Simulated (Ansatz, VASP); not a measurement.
## Two plane-wave programs on Li

```xyz
1
Lattice="0.0000 2.1890 2.1890 2.1890 0.0000 2.1890 2.1890 2.1890 0.0000" Properties=species:S:1:pos:R:3 pbc="T T T"
Li    0.0000    0.0000    0.0000
```

Alike in both runs: functional r2SCAN; k mesh 12 × 12 × 12; occupations fermi-dirac, width 0.1 eV; no spin polarisation.

Ansatz relaxed the structure, and its values are those at the end. VASP's run is a single point on that final structure, the one shown.

|  | VASP | Ansatz |
| --- | --- | --- |
| version | VASP 6.6.1 | Ansatz 0.2.0 |
| potentials or method | VASP PAW PBE potentials, release 64 (Li_sv), cutoff 830 eV | plane waves (500 eV) with PAW, scalar-relativistic |
| valence electrons in the cell | 3 | 3 |

|  | VASP | Ansatz | Ansatz less VASP |
| --- | --- | --- | --- |
| pressure (GPa) | -0.1 | 0.0 | +0.13 |

VASP's potentials were made for PBE, not for r2SCAN. The functional is the same, so the differences come from potentials, cutoffs and numerics.
